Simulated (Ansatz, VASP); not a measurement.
**Au: VASP beside Ansatz**

The input INCAR:

```
SYSTEM = Au
PREC     = Accurate       ! precision mode
ENCUT    = 520            ! plane-wave cutoff, eV
EDIFF    = 1E-6           ! SCF threshold, eV
ISMEAR   = -1             ! smearing method
SIGMA    = 0.05           ! smearing width, eV
LREAL    = .False.        ! projectors in reciprocal space
LASPH    = .True.         ! aspherical terms in the spheres
NELM     = 60             ! most SCF steps
ALGO     = Fast           ! electronic algorithm
ISIF     = 2              ! what is computed and relaxed
LWAVE    = .False.        ! write WAVECAR
LCHARG   = .False.        ! write CHGCAR
GGA      = PE             ! functional
NBANDS   = 18             ! bands
```

KPOINTS

```
Automatic mesh
0
Gamma
  10 10 6
  0 0 0
```

The input POSCAR:

```
Au
1.0
    2.8154890579      0.0000000000      0.0000000000
   -0.0129553469      2.8201795887      0.0000000000
   -1.1378916452     -1.1854109603      4.9240140333
Au
2
Direct
    0.6669780000      0.6345200000      0.2717050000
    0.3283250000      0.3241780000      0.7250720000
```

The input input.yaml:

```yaml
crystal:
  lattice:
    - [2.8154890579, 0.0, 0.0]
    - [-0.0129553469, 2.8201795887, 0.0]
    - [-1.1378916452, -1.1854109603, 4.9240140333]
  atoms:
    - { symbol: Au, position: [0.666978, 0.63452, 0.271705] }
    - { symbol: Au, position: [0.328325, 0.324178, 0.725072] }
hamiltonian:
  xc: pbe
  pseudopotentials: { kind: paw }
kpoints:
  mp_grid: { grid: [10, 10, 6] }
scf:
  occupations: { method: fermi_dirac, width: 0.05 }
output:
  forces: true
  stress: true
  eigenvalues: true
```

Change from the starting cell: atoms moved at random, drawn with an rms of 0.05 Å.

Alike in both runs: task single point; functional PBE; k mesh 10 × 10 × 6; occupations fermi-dirac, width 0.05 eV; no spin polarisation.

```csv
,VASP,Ansatz
version,VASP 6.6.1,Ansatz 0.2.0
potentials or method,"VASP PAW PBE potentials, release 64 (Au)",Ansatz PAW
plane-wave cutoff (eV),520,420
valence electrons in the cell,22,38
```

VASP gave:

```
gap on the k mesh at the Fermi level (eV)                     : none
pressure (GPa)                                                : -0.9
traceless stress, the component that is largest in VASP (GPa) : 1.88
rms of the force components (eV/Å)                            : 0.092
```

Problem. Estimate Ansatz's values.

Solution. gap on the k mesh at the Fermi level (eV): none; pressure (GPa): -0.7; traceless stress, the component that is largest in VASP (GPa): 1.91; rms of the force components (eV/Å): 0.092.

Atom by atom the forces differ by 0.001 eV/Å (rms over components). A gap of «none» marks a metal or a gap that the smearing closes. VASP's potentials hold 22 valence electrons a cell and Ansatz's 38, so a difference there can come from the potentials and not from the codes.

Neither program's run includes spin-orbit coupling.
